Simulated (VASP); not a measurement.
LiCuSn2, 4 atoms in the cell. It takes space group P-3m1 (No. 164, trigonal). The conventional cell has a = 4.246 Å, b = 4.246 Å, c = 5.489 Å, α = 90.00°, β = 90.00°, γ = 120.00°. Within 3.6 Å of Li (site symmetry -3m) lie 2 Cu at 2.74 Å and 6 Sn at 2.96 Å. Cu (site symmetry -3m) has 6 Sn at 2.68 Å and 2 Li at 2.74 Å within 3.5 Å. Within 3.5 Å of Sn (site symmetry 3m) lie 3 Cu at 2.68 Å and 3 Li at 2.96 Å and 3 Sn at 3.28 Å. 

| Item | Value |
| --- | --- |
| Program | VASP 6.6.1 |
| Task | relaxation of cell and atoms |
| Functional | PBE |
| Potentials or basis | VASP PAW PBE potentials, release 64 (Li_sv, Cu, Sn_d) |
| Cutoff | 600 eV |
| k mesh | 12 × 12 × 8 |
| Occupations | fermi-dirac, width 0.15 eV |
| Spin | no spin polarisation |
| Dipole correction | no |
| Further INCAR settings | ALGO = Normal; EDIFF = 1e-06; IBRION = 2; EDIFFG = -0.001; NSW = 80; ISIF = 3 |

Potentials or basis: VASP PAW PBE potentials, release 64 (Li_sv, Cu, Sn_d).

Command:

```console
$ cat potpaw_PBE.64/Li_sv/POTCAR potpaw_PBE.64/Cu/POTCAR potpaw_PBE.64/Sn_d/POTCAR > POTCAR
$ mpirun -np 1 vasp_std > vasp.out
```

Hardware: 1 thread of Intel(R) Xeon(R) 6975P-C (Granite Rapids) (shared host).

Task: Estimate the wall time of this run.

Result: It took 25 min on 1 thread of Intel(R) Xeon(R) 6975P-C (Granite Rapids), with other jobs on the host, peak memory 0.54 GiB. Counts: scf iterations 131, k points 131, ion steps 35.
